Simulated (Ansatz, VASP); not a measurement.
# SiC: VASP beside Ansatz

```xyz
2
Lattice="0.0106 2.2012 2.1792 2.2012 0.0106 2.1792 2.2118 2.2118 0.0000" Properties=species:S:1:pos:R:3 pbc="T T T"
Si    0.0000    0.0000    0.0019
C     1.1059    1.1059    1.0877
```

Change from the starting cell: strained cell.

Alike in both runs: functional PBE; k mesh 10 × 10 × 10; occupations gaussian, width 0.02 eV; no spin polarisation.

Ansatz relaxed the structure, and its values are those at the end. VASP's run is a single point on that final structure, the one shown.

|  | VASP | Ansatz |
| --- | --- | --- |
| version | VASP 6.6.1 | Ansatz 0.2.0 |
| potentials or method | VASP PAW PBE potentials, release 64 (Si, C), cutoff 600 eV | scalar-relativistic, plane waves, PAW |
| valence electrons in the cell | 8 | 8 |

|  | VASP | Ansatz | Ansatz less VASP |
| --- | --- | --- | --- |
| gap on the k mesh at the Fermi level (eV) | 1.27 | 1.27 | +0.002 |
| least direct gap on the mesh (eV) | 4.45 | 4.45 | +0.008 |
| pressure (GPa) | -1.3 | -1.1 | +0.17 |

Ansatz's warnings: stress scf threshold loose.
